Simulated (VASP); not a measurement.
Crystal: SrO.

```
CELL_PARAMETERS angstrom
0.00000 2.60007 2.60007
2.60007 0.00000 2.60007
2.60007 2.60007 0.00000
ATOMIC_POSITIONS crystal
Sr 0.50000 0.50000 0.50000
O 0.00000 0.00000 0.00000
```

This cell differs from its parent crystal: volume scaled by 1.04.

Base run:

| Quantity | Value |
| --- | --- |
| Program | VASP 6.6.1 |
| Functional | PBE |
| Potentials or basis | VASP PAW PBE potentials, release 64 (Sr_sv, O) |
| Cutoff | 520 eV |
| k mesh | 9 × 9 × 9 |
| Occupations | fermi-dirac, width 0.05 eV |
| Spin | no spin polarisation |

Its results: band gap on the k mesh 3.34 eV, indirect (least direct gap 3.45 eV); pressure 0.3 GPa.

Problem. After a change of settings the same cell gave: band gap on the k mesh 3.18 eV, indirect (least direct gap 3.29 eV); pressure -6.3 GPa. Which change was it?
A. functional from PBE to PBEsol
B. functional from PBE to LDA; potentials or basis from VASP PAW PBE potentials, release 64 (Sr_sv, O) to VASP PAW LDA potentials, release 64 (Sr_sv, O)
C. functional from PBE to r2SCAN; further incar settings from ALGO = Normal; EDIFF = 1e-06; NBANDS = 15 to ALGO = Normal; EDIFF = 1e-07; NBANDS = 15
D. functional from PBE to RPBE

Solution. B.
